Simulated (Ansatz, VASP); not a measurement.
**LiCl: VASP beside Ansatz**

File POSCAR:

```
LiCl
1.0
    3.2711235254      0.0000000000      0.0000000000
    0.0000000000      3.2711235254      0.0000000000
    0.0000000000      0.0000000000      3.3669674447
Li Cl
1 1
Direct
    0.0000000000      0.0000000000      0.0000000000
    0.5000000000      0.5000000000      0.5000000000
```

INCAR.step1

```
PREC = Accurate
ENCUT = 520
ISMEAR = 0
SIGMA = 0.01
LREAL = F
LASPH = T
NELM = 100
NBANDS = 12
GGA = PE
ALGO = Normal
EDIFF = 1E-4
LWAVE = T
LCHARG = F
```

The input INCAR.step2:

```
PREC = Accurate
ENCUT = 520
EDIFF = 1E-6
ISMEAR = 0
SIGMA = 0.01
LREAL = F
LASPH = T
NELM = 100
ALGO = Normal
ISIF = 2
LWAVE = F
LCHARG = F
METAGGA = R2SCAN
LMIXTAU = T
NBANDS = 12
ISTART = 1
```

File KPOINTS:

```
regular mesh
0
Gamma
  8 8 8
```

Input for Ansatz:

```yaml
crystal:
  lattice:
    - [3.2711235254, 0.0, 0.0]
    - [0.0, 3.2711235254, 0.0]
    - [0.0, 0.0, 3.3669674447]
  atoms:
    - { symbol: Li, position: [0.0, 0.0, 0.0] }
    - { symbol: Cl, position: [0.5, 0.5, 0.5] }
kpoints:
  mp_grid: { grid: [8, 8, 8] }
  band_path:
    path: [[0.0, 0.0, 0.0], [0.0, 0.5, 0.0], [0.5, 0.5, 0.0], [0.5, 0.5, 0.5]]
    npoints: 1
hamiltonian:
  xc: r2scan
scf:
  occupations: { method: fixed }
  n_extra_bands: 4
output:
  forces: true
  stress: true
  eigenvalues: true
```

Change from the starting cell: uniaxial_z strain +2.9%.

Alike in both runs: task single point; functional r2SCAN; k mesh 8 × 8 × 8; no spin polarisation.

```csv
,VASP,Ansatz
version,VASP 6.6.1,Ansatz 0.2.0
potentials or method,"VASP PAW PBE potentials, release 64 (Li_sv, Cl)","plane waves, PAW"
plane-wave cutoff (eV),520,500
occupations,"gaussian, width 0.01 eV",fixed
valence electrons in the cell,10,10
```

```csv
,VASP,Ansatz,Ansatz less VASP
gap on the k mesh at the Fermi level (eV),5.16,5.04,-0.125
```

VASP's potentials were made for PBE, not for r2SCAN.

Noted on VASP's run: the cutoff is under 1.25 times that of the potentials, so the pressure is a little rough.
